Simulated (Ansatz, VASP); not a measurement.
TaN: VASP beside Ansatz

Contents of INCAR:

```
SYSTEM = TaN
PREC = Accurate
ENCUT = 600
EDIFF = 1E-6
ISMEAR = -1
SIGMA = 0.01
LREAL = .FALSE.
LASPH = .TRUE.
NELM = 120
ALGO = Normal
ISIF = 2
LWAVE = .FALSE.
LCHARG = .FALSE.
GGA = PS
NBANDS = 24
GGA_COMPAT = .FALSE.
```

The input KPOINTS:

```
regular mesh
0
G
  9 9 5
  0 0 0
```

Contents of POSCAR:

```
TaN
1.0
    3.0500010905      0.0000000000      0.0000000000
   -1.5250005453      2.6413784260      0.0000000000
    0.0000000000      0.0000000000      4.8412000000
Ta N
2 2
Direct
    0.3333333333      0.6666666667      0.0000000000
    0.6666666667      0.3333333333      0.5000000000
    0.3333333333      0.6666666667      0.3850000000
    0.6666666667      0.3333333333      0.8850000000
```

Input for Ansatz:

```yaml
crystal:
  lattice:
    - [3.0500010905, 0.0, 0.0]
    - [-1.5250005453, 2.641378426, 0.0]
    - [0.0, 0.0, 4.8412]
  atoms:
    - { symbol: Ta, position: [0.3333333333, 0.6666666667, 0.0] }
    - { symbol: Ta, position: [0.6666666667, 0.3333333333, 0.5] }
    - { symbol: "N", position: [0.3333333333, 0.6666666667, 0.385] }
    - { symbol: "N", position: [0.6666666667, 0.3333333333, 0.885] }
kpoints:
  mp_grid: { grid: [9, 9, 5] }
  band_path:
    path:
      - [0.0, 0.0, 0.0]
      - [0.5, 0.0, 0.0]
      - [0.3333333333, 0.3333333333, 0.0]
      - [0.0, 0.0, 0.0]
      - [0.0, 0.0, 0.5]
      - [0.5, 0.0, 0.5]
      - [0.3333333333, 0.3333333333, 0.5]
      - [0.0, 0.0, 0.5]
      - [0.5, 0.0, 0.5]
    npoints: 5
scf:
  occupations: { method: fermi_dirac, width: 0.01 }
hamiltonian:
  xc: pbesol
  pseudopotentials: { kind: all_electron, lapw: { basis_error: 0.001 } }
output:
  forces: true
  stress: true
  eigenvalues: true
```

Change from the starting cell: zz strain of -2 %.

Alike in both runs: task single point; functional PBEsol; k mesh 9 × 9 × 5; occupations fermi-dirac, width 0.01 eV; no spin polarisation.

|  | VASP | Ansatz |
| --- | --- | --- |
| version | VASP 6.6.1 | Ansatz 0.2.0 |
| potentials or method | VASP PAW PBE potentials, release 64 (Ta_pv, N), cutoff 600 eV | all-electron LAPW, scalar-relativistic |

```tsv
	VASP	Ansatz	Ansatz less VASP
pressure (GPa)	143.4	137.1	-6.34
traceless stress, the component that is largest in VASP (GPa)	-10.76	-10.44	+0.320
rms of the force components (eV/Å)	0.687	0.689	+0.0019
```

VASP's potentials were made for PBE, not for PBEsol. Atom by atom the forces differ by 0.002 eV/Å (rms over components). Both programs put the cell under a high pressure, so it lies far from rest at this level. Ansatz ran all-electron here, and VASP with PAW potentials.

Spin-orbit coupling is off throughout. Noted on VASP's run: the cell as given lies far from equilibrium.
